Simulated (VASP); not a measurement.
Wanted: the native input for a VASP 6.6.1 run.

| Quantity | Value |
| --- | --- |
| Task | single point |
| Functional | PBE |
| Potentials or basis | VASP PAW PBE potentials, release 64 (Ga_d, P) |
| Cutoff | 520 eV |
| k mesh | 6 × 6 × 4 |
| Occupations | gaussian, width 0.1 eV |
| Spin | no spin polarisation |
| Dipole correction | no |
| Further INCAR settings | ALGO = Normal; EDIFF = 1e-06; NBANDS = 24 |

The structure of GaP4 lies in POSCAR:

```
GaP4
1.0
    4.5280000787      0.0000000000      0.0000000000
   -2.2640000393      3.9213630965      0.0000000000
    0.0000000000      0.0000000000      4.9107297262
Ga P
1 4
Direct
    0.0000000000      0.0000000000      0.5000000000
    0.3333333333      0.6666666667      0.0000000000
    0.6666666667      0.3333333333      0.0000000000
    0.3333333333      0.6666666667      0.5000000000
    0.6666666667      0.3333333333      0.5000000000
```

The input as run:

INCAR

```
SYSTEM = GaP4
  ALGO = Normal
  EDIFF = 1E-6
  ENCUT = 520
  GGA = PE
  ISIF = 2
  ISMEAR = 0
  LASPH = .True.
  LCHARG = .True.
  LELF = .True.
  LREAL = .False.
  LVHAR = .True.
  LWAVE = .False.
  NBANDS = 24
  NELM = 60
  PREC = Accurate
  SIGMA = 0.1
```

KPOINTS

```
k-points
0
Gamma
  6 6 4
  0 0 0
```

Potentials or basis: VASP PAW PBE potentials, release 64 (Ga_d, P).

Command:

```bash
$ cat potpaw_PBE.64/Ga_d/POTCAR potpaw_PBE.64/P/POTCAR > POTCAR
$ mpirun -np 1 vasp_std > vasp.out
```

It gave:

```yaml
Pressure: -0.1 GPa
```

Run time: 18 s on 1 thread of Intel(R) Xeon(R) 6975P-C (Granite Rapids), on a shared host, peak memory 0.22 GiB.
